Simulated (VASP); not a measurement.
# Si3Au (Fm-3m) in VASP: a series of runs

The runs below take Si3Au through single point, relaxation of cell and atoms, with PBE.

Everything below comes from runs of VASP 6.6.1. Logs are shortened: lines on timing, memory, paths and dates and some standing lists are left out, and cuts for length are marked.

## (1) The cell of the first run

It takes space group Fm-3m (No. 225, cubic). The conventional cell has a = 6.408 Å, b = 6.408 Å, c = 6.408 Å, α = 90.00°, β = 90.00°, γ = 90.00°. Within 3.7 Å of Si (site symmetry m-3m) lie 8 Si at 2.77 Å and 6 Au at 3.20 Å. Si (site symmetry -43m) has 10 Si at 2.77 to 3.20 Å and 4 Au at 2.77 Å within 3.7 Å. Within 3.7 Å of Au (site symmetry m-3m) lie 14 Si at 2.77 to 3.20 Å.

## (2) Single point, PBE

Input file INCAR:

```
SYSTEM = Si3Au
PREC = Accurate
ENCUT = 520
EDIFF = 1E-6
ISMEAR = 0
SIGMA = 0.1
LREAL = .FALSE.
LASPH = .TRUE.
NELM = 100
ALGO = Normal
ISIF = 2
LWAVE = .FALSE.
LCHARG = .FALSE.
GGA = PE
NBANDS = 20
```

Input file KPOINTS:

```
Automatic mesh
0
G
  12 12 12
  0 0 0
```

Input file POSCAR:

```
Si3Au
1.0
    0.0000000000      3.2039850963      3.2039850963
    3.2039850963      0.0000000000      3.2039850963
    3.2039850963      3.2039850963      0.0000000000
Si Au
3 1
Direct
    0.5000000000      0.5000000000      0.5000000000
    0.2500000000      0.2500000000      0.2500000000
    0.7500000000      0.7500000000      0.7500000000
    0.0000000000      0.0000000000      0.0000000000
```

Potentials or basis: VASP PAW PBE potentials, release 64 (Si, Au).

Launch:

```bash
$ cat potpaw_PBE.64/Si/POTCAR potpaw_PBE.64/Au/POTCAR > POTCAR
$ mpirun -np 1 vasp_std > vasp.out
```

OUTCAR:

```text
SYSTEM = Si3Au
   PREC = Accurate
   ENCUT = 520
   EDIFF = 1E-6
   ISMEAR = 0
   LREAL = .FALSE.
   LASPH = .TRUE.
   NELM = 100
   ISIF = 2
   GGA = PE

 ion  position               nearest neighbor table
   1  0.500  0.500  0.500-   2 2.77   2 2.77   2 2.77   3 2.77   3 2.77   3 2.77   3 2.77   2 2.77
                             4 3.20   4 3.20   4 3.20   4 3.20   4 3.20   4 3.20
   2  0.250  0.250  0.250-   4 2.77   4 2.77   4 2.77   1 2.77   1 2.77   1 2.77   4 2.77   1 2.77

   3  0.750  0.750  0.750-   1 2.77   1 2.77   1 2.77   4 2.77   4 2.77   4 2.77   4 2.77   1 2.77

   4  0.000  0.000  0.000-   3 2.77   3 2.77   3 2.77   2 2.77   2 2.77   2 2.77   3 2.77   2 2.77
                             1 3.20   1 3.20   1 3.20   1 3.20   1 3.20   1 3.20

  LATTYP: Found a face centered cubic cell.
 ALAT       =     6.4079701926

  Lattice vectors:

 A1 = (   0.0000000000,   3.2039850963,   3.2039850963)
 A2 = (   3.2039850963,   0.0000000000,   3.2039850963)
 A3 = (   3.2039850963,   3.2039850963,   0.0000000000)

Analysis of symmetry for initial positions (statically):
=====================================================================
 Subroutine PRICEL returns:
 Original cell was already a primitive cell.

 Routine SETGRP: Setting up the symmetry group for a
 face centered cubic supercell.

 Subroutine GETGRP returns: Found 48 space group operations
 (whereof 48 operations were pure point group operations)
 out of a pool of 48 trial point group operations.

The static configuration has the point symmetry O_h .

Analysis of symmetry for dynamics (positions and initial velocities):
=====================================================================
 Subroutine PRICEL returns:
 Original cell was already a primitive cell.

 Routine SETGRP: Setting up the symmetry group for a
 face centered cubic supercell.

 Subroutine GETGRP returns: Found 48 space group operations
 (whereof 48 operations were pure point group operations)
 out of a pool of 48 trial point group operations.

The dynamic configuration has the point symmetry O_h .

 Subroutine INISYM returns: Found 48 space group operations
 (whereof 48 operations are pure point group operations),
 and found     1 'primitive' translations

----------------------------------------------------------------------------------------

                                     Primitive cell

  volume of cell :      65.7811

  direct lattice vectors                    reciprocal lattice vectors
     0.000000000  3.203985096  3.203985096    -0.156055657  0.156055657  0.156055657
     3.203985096  0.000000000  3.203985096     0.156055657 -0.156055657  0.156055657
     3.203985096  3.203985096  0.000000000     0.156055657  0.156055657 -0.156055657

  length of vectors
     4.531119177  4.531119177  4.531119177     0.270296327  0.270296327  0.270296327

  position of ions in fractional coordinates (direct lattice)
     0.500000000  0.500000000  0.500000000
     0.250000000  0.250000000  0.250000000
     0.750000000  0.750000000  0.750000000
     0.000000000  0.000000000  0.000000000

  ion indices of the primitive-cell ions
   primitive index   ion index
                 1           1
                 2           2
                 3           3
                 4           4

----------------------------------------------------------------------------------------

 KPOINTS: Automatic mesh

Automatic generation of k-mesh.
 Grid dimensions read from file:
 generate k-points for:   12   12   12

 Generating k-lattice:

  Cartesian coordinates                     Fractional coordinates (reciprocal lattice)
    -0.013004638  0.013004638  0.013004638     0.083333333  0.000000000  0.000000000
     0.013004638 -0.013004638  0.013004638     0.000000000  0.083333333  0.000000000
     0.013004638  0.013004638 -0.013004638     0.000000000  0.000000000  0.083333333

  Length of vectors
     0.022524694  0.022524694  0.022524694

  Shift w.r.t. Gamma in fractional coordinates (k-lattice)
     0.000000000  0.000000000  0.000000000

 Subroutine IBZKPT returns following result:
 ===========================================

 Found     72 irreducible k-points:

 Following reciprocal coordinates:
            Coordinates               Weight
  0.000000  0.000000  0.000000      1.000000
  0.083333  0.000000  0.000000      8.000000
  0.166667  0.000000  0.000000      8.000000
  0.250000  0.000000  0.000000      8.000000
  0.333333  0.000000  0.000000      8.000000
  0.416667  0.000000  0.000000      8.000000
[... 16 lines left out ...]
  0.500000  0.166667  0.000000     24.000000
 -0.416667  0.166667  0.000000     24.000000
 [... further k-points ...]
   k-points           NKPTS =     72   k-points in BZ     NKDIM =     72   number of bands    NBANDS=     20
   number of dos      NEDOS =    301   number of ions     NIONS =      4
   total plane-waves  NPLWV =  46656
   dimension x,y,z NGX =    36 NGY =   36 NGZ =   36
   dimension x,y,z NGXF=    72 NGYF=   72 NGZF=   72
   ions per type =               3   1
   NGX,Y,Z   is equivalent  to a cutoff of  13.21, 13.21, 13.21 a.u.
   NGXF,Y,Z  is equivalent  to a cutoff of  26.42, 26.42, 26.42 a.u.
 SYSTEM =  Si3Au
   PREC   = accura    normal or accurate (medium, high low for compatibility)
   ISTART =      0    job   : 0-new  1-cont  2-samecut
   ICHARG =      2    charge: 1-file 2-atom 10-const
   ISPIN  =      1    spin polarized calculation?
   LNONCOLLINEAR =      F non collinear calculations
   LSORBIT =      F    spin-orbit coupling
   LASPH  =      T    aspherical Exc in radial PAW
   ENCUT  =  520.0 eV  38.22 Ry    6.18 a.u.   8.42  8.42  8.42*2*pi/ulx,y,z
   NELM   =    100;   NELMIN=  2; NELMDL= -5     # of ELM steps
   EDIFF  = 0.1E-05   stopping-criterion for ELM
   LREAL  =      F    real-space projection
   EDIFFG = 0.1E-04   stopping-criterion for IOM
   NSW    =      0    number of steps for IOM
   IBRION =     -1    ionic relax: 0-MD 1-quasi-New 2-CG
   NFREE  =      0    steps in history (QN), initial steepest desc. (CG)
   ISIF   =      2    stress and relaxation
   ISYM   =      2    0-nonsym 1-usesym 2-fastsym
   POTIM  = 0.5000    time-step for ionic-motion
   TEBEG  =    0.0;   TEEND  =   0.0 temperature during run
   PSTRESS=    0.0 pullay stress
   NELECT =      23.0000    total number of electrons
   NUPDOWN=      -1.0000    fix difference up-down
   EMIN   =  10.00;   EMAX   =-10.00  energy-range for DOS
   EFERMI =   0.00;   METHOD = LEGACY
   ISMEAR =     0;   SIGMA  =   0.10  broadening in eV -4-tet -1-fermi 0-gaus
   EFERMI_NEDOS =   21; number of points for ismear=-14 and -15
   IALGO  =     38    algorithm
   IMIX   =      4    mixing-type and parameters
     AMIX     =   0.40;   BMIX     =  1.00
     AMIX_MAG =   1.60;   BMIX_MAG =  1.00
  volume/ion in A,a.u.               =      16.45       110.98
  Fermi-wavevector in a.u.,A,eV,Ry     =   1.153321  2.179461 18.097788  1.330150
  Thomas-Fermi vector in A             =   2.289966
   LORBIT       =      0    0 simple, 1 ext, 2 COOP (PROOUT), +10 PAW based schemes
   GGA     = PE    functional components
   LHFCALC =     F    Hartree Fock is set to
   AEXX    =    0.0000 exact exchange contribution
   IVDW    =     0    specifies the selected vdW correction
   LEPSILON=     F    determine dielectric tensor
   LRPA    =     F    only Hartree local field effects (RPA)
 non-spin polarized calculation
 Gauss-broadening in eV      SIGMA  =   0.10
  energy-cutoff  :      520.00
  volume of cell :       65.78
 maximum number of plane-waves:      1807
 NGX is ok and might be reduce to    36
   NGX = 17   NGY = 17   NGZ = 17

 number of electron      22.9999999 magnetization

 Free energy of the ion-electron system (eV)
  ---------------------------------------------------
  ext. energy  EPLUGINS =         0.00000000
  ---------------------------------------------------
  free energy    TOTEN  =       -17.47070527 eV

  energy without entropy =      -17.46064494  energy(sigma->0) =      -17.46567510

 E-fermi :   9.1128     XC(G=0): -11.2488

 val. band max:        9.1018987088   @ k =   0.1667   0.0833   0.0000
 cond. band min:       9.1507698184   @ k =  -0.4167   0.1667   0.0833
 fundamental gap:      0.0488711096
 Fermi energy:         9.1127885400

 k-point     1 :       0.0000    0.0000    0.0000
  band No.  band energies     occupation
      1      -3.7811      2.00000
      2       2.9091      2.00000
      3       2.9091      2.00000
      4       2.9091      2.00000
      5       4.0110      2.00000
      6       4.0110      2.00000
[... 12 lines left out ...]
     19      14.4095      0.00000
     20      14.4095      0.00000

 k-point     2 :       0.0833    0.0000    0.0000
  band No.  band energies     occupation
      1      -3.7042      2.00000
      2       2.6708      2.00000
      3       2.9301      2.00000
      4       2.9301      2.00000
      5       3.9721      2.00000
      6       3.9721      2.00000
[... 12 lines left out ...]
     19      14.6935      0.00000
     20      14.6935      0.00000

 k-point     3 :       0.1667    0.0000    0.0000
  band No.  band energies     occupation
      1      -3.4746      2.00000
      2       2.1158      2.00000
      3       2.9785      2.00000
      4       2.9785      2.00000
      5       3.8922      2.00000
      6       3.8922      2.00000
[... 12 lines left out ...]
     19      15.4285      0.00000
     20      15.4285      0.00000

 k-point     4 :       0.2500    0.0000    0.0000
  band No.  band energies     occupation
      1      -3.0966      2.00000
      2       1.3894      2.00000
      3       3.0111      2.00000
      4       3.0111      2.00000
      5       3.8548      2.00000
      6       3.8548      2.00000
[... 12 lines left out ...]
     19      16.4326      0.00000
     20      16.4326      0.00000

 k-point     5 :       0.3333    0.0000    0.0000
  band No.  band energies     occupation
      1      -2.5784      2.00000
      2       0.5558      2.00000
      3       2.9942      2.00000
      4       2.9942      2.00000
      5       3.9129      2.00000
      6       3.9129      2.00000
[... 12 lines left out ...]
     19      17.0661      0.00000
     20      17.0661      0.00000

 k-point     6 :       0.4167    0.0000    0.0000
  band No.  band energies     occupation
      1      -1.9352      2.00000
      2      -0.3094      2.00000
      3       2.9548      2.00000
      4       2.9548      2.00000
      5       3.9268      2.00000
      6       4.0172      2.00000
[... 12 lines left out ...]
     19      15.6968      0.00000
     20      15.7911      0.00000

 k-point     7 :       0.5000    0.0000    0.0000
  band No.  band energies     occupation
      1      -1.3086      2.00000
      2      -1.0159      2.00000
      3       2.9364      2.00000
      4       2.9364      2.00000
      5       3.9048      2.00000
      6       4.0686      2.00000
[... 12 lines left out ...]
     19      14.6329      0.00000
     20      16.7033      0.00000
[... 277 lines left out ...]
 k-point    20 :       0.2500    0.1667    0.0000
  band No.  band energies     occupation
      1      -3.0956      2.00000
      2       1.7668      2.00000
      3       2.7770      2.00000
      4       3.0004      2.00000
      5       3.2443      2.00000
      6       4.0922      2.00000
[... 12 lines left out ...]
     19      14.9098      0.00000
     20      17.3632      0.00000

 k-point    21 :       0.3333    0.1667    0.0000
  band No.  band energies     occupation
      1      -2.6742      2.00000
      2       1.1845      2.00000
      3       2.4269      2.00000
      4       3.0323      2.00000
      5       3.4262      2.00000
      6       4.1045      2.00000
[... 12 lines left out ...]
     19      15.8111      0.00000
     20      16.7661      0.00000

 k-point    22 :       0.4167    0.1667    0.0000
  band No.  band energies     occupation
      1      -2.1196      2.00000
      2       0.4322      2.00000
      3       2.2079      2.00000
      4       3.0422      2.00000
      5       3.6144      2.00000
      6       4.0639      2.00000
[... 12 lines left out ...]
     19      15.3068      0.00000
     20      17.0358      0.00000

 k-point    23 :       0.5000    0.1667    0.0000
  band No.  band energies     occupation
      1      -1.4572      2.00000
      2      -0.3686      2.00000
      3       2.0762      2.00000
      4       3.0493      2.00000
      5       3.6102      2.00000
      6       4.0055      2.00000
[... 12 lines left out ...]
     19      15.9654      0.00000
     20      17.3409      0.00000

 k-point    24 :      -0.4167    0.1667    0.0000
  band No.  band energies     occupation
      1      -1.2378      2.00000
      2      -0.6055      2.00000
      3       1.9826      2.00000
      4       3.0828      2.00000
      5       3.6436      2.00000
      6       3.9246      2.00000
[... 12 lines left out ...]
     19      16.3850      0.00000
     20      16.5107      0.00000

 [... further k-points ...]

------------------------ aborting loop because EDIFF is reached ----------------------------------------

  FORCE on cell =-STRESS in cart. coord.  units (eV):
  Direction    XX          YY          ZZ          XY          YZ          ZX
  --------------------------------------------------------------------------------------
  -------------------------------------------------------------------------------------
  Total       -0.0385763     -0.0385763     -0.0385763      0.0000000      0.0000000      0.0000000
  in kB       -0.9395718     -0.9395718     -0.9395718      0.0000000      0.0000000      0.0000000
  external PRESSURE =      -0.9395718 kB  Pullay stress =       0.0000000 kB

 VOLUME and BASIS-vectors are now :
 -----------------------------------------------------------------------------
  energy-cutoff  :      520.00
  volume of cell :       65.78
      direct lattice vectors                 reciprocal lattice vectors
     0.000000000  3.203985096  3.203985096    -0.156055657  0.156055657  0.156055657
     3.203985096  0.000000000  3.203985096     0.156055657 -0.156055657  0.156055657
     3.203985096  3.203985096  0.000000000     0.156055657  0.156055657 -0.156055657

 POSITION                                       TOTAL-FORCE (eV/Angst)
 -----------------------------------------------------------------------------------
      3.20399      3.20399      3.20399        -0.000000     -0.000000      0.000000
      1.60199      1.60199      1.60199        -0.000000      0.000000      0.000000
      4.80598      4.80598      4.80598         0.000000     -0.000000     -0.000000
      0.00000      0.00000      0.00000        -0.000000     -0.000000      0.000000
 -----------------------------------------------------------------------------------
    total drift:                               -0.000000      0.000000      0.000000

  FREE ENERGIE OF THE ION-ELECTRON SYSTEM (eV)
  ---------------------------------------------------
  free  energy   TOTEN  =       -17.4707052733 eV

  energy  without entropy=      -17.4606449353  energy(sigma->0) =      -17.46567510
```

Run time: 72 s. Hardware: 1 thread of Intel Xeon Platinum 8375C at 2.90GHz (Ice Lake), shared host; peak memory 0.25 GiB.

What came out:

| Quantity | Value |
| --- | --- |
| Free energy | -17.4707 eV |
| Pressure | -0.1 GPa |

Levels at points of the mesh, in eV from the Fermi level:
```csv
k point,band 9,band 10,band 11,band 12,band 13,band 14
"(0.00, 0.00, 0.00)",-1.79,-1.79,-1.79,0.27,0.27,0.27
"(0.50, 0.00, 0.00)",-2.04,-2.04,-1.12,-1.12,-0.78,3.16
"(0.50, 0.50, 0.00)",-4.83,-3.44,-2.42,3.52,3.52,4.04
```

Caveat: spin-orbit coupling is left out, which moves the levels of the heavy elements.

## (3) Relaxation of cell and atoms, PBE

Input file INCAR:

```
ALGO = Normal ; EDIFF = 1E-6
EDIFFG = -0.01 ; ENCUT = 600
GGA = PE ; IBRION = 2
ISIF = 3 ; ISMEAR = 0
LASPH = T ; LCHARG = F
LREAL = F ; LWAVE = F
NELM = 100 ; NSW = 100
PREC = Accurate ; SIGMA = 0.1
```

Input file KPOINTS:

```
k-points
0
Gamma
  12 12 12
```

Input file POSCAR:

```
Si3Au
1.0
    0.0000000000      3.2029509185      3.2029509185
    3.2029509185      0.0000000000      3.2029509185
    3.2029509185      3.2029509185      0.0000000000
Si Au
3 1
Direct
    0.5000000000      0.5000000000      0.5000000000
    0.2500000000      0.2500000000      0.2500000000
    0.7500000000      0.7500000000      0.7500000000
    0.0000000000      0.0000000000      0.0000000000
```

Potentials or basis: VASP PAW PBE potentials, release 64 (Si, Au).

Launch:

```bash
$ cat potpaw_PBE.64/Si/POTCAR potpaw_PBE.64/Au/POTCAR > POTCAR
$ mpirun -np 1 vasp_std > vasp.out
```

Wall time 78 s (1 thread of Intel Xeon Platinum 8375C at 2.90GHz (Ice Lake), shared host); peak memory 0.26 GiB.

Results (log left out):

| Property | Result |
| --- | --- |
| Free energy | -17.4707 eV |
| Pressure after relaxing | 0.0 GPa |

Final structure:
```
Si Au
1.0
     0.00000    3.20295    3.20295
     3.20295    0.00000    3.20295
     3.20295    3.20295    0.00000
Si Au
3 1
Direct
  0.50000 0.50000 0.50000
  0.25000 0.25000 0.25000
  0.75000 0.75000 0.75000
  0.00000 0.00000 0.00000
```

Levels at points of the mesh, in eV from the Fermi level:
| k point | band 9 | band 10 | band 11 | band 12 | band 13 | band 14 |
| --- | --- | --- | --- | --- | --- | --- |
| (0.00, 0.00, 0.00) | -1.79 | -1.79 | -1.79 | 0.27 | 0.27 | 0.27 |
| (0.50, 0.00, 0.00) | -2.04 | -2.04 | -1.12 | -1.12 | -0.77 | 3.17 |
| (0.50, 0.50, 0.00) | -4.83 | -3.44 | -2.42 | 3.52 | 3.52 | 4.05 |

Caveat: the relaxation stopped at its first step, so nothing moved; spin-orbit coupling is left out, which moves the levels of the heavy elements.
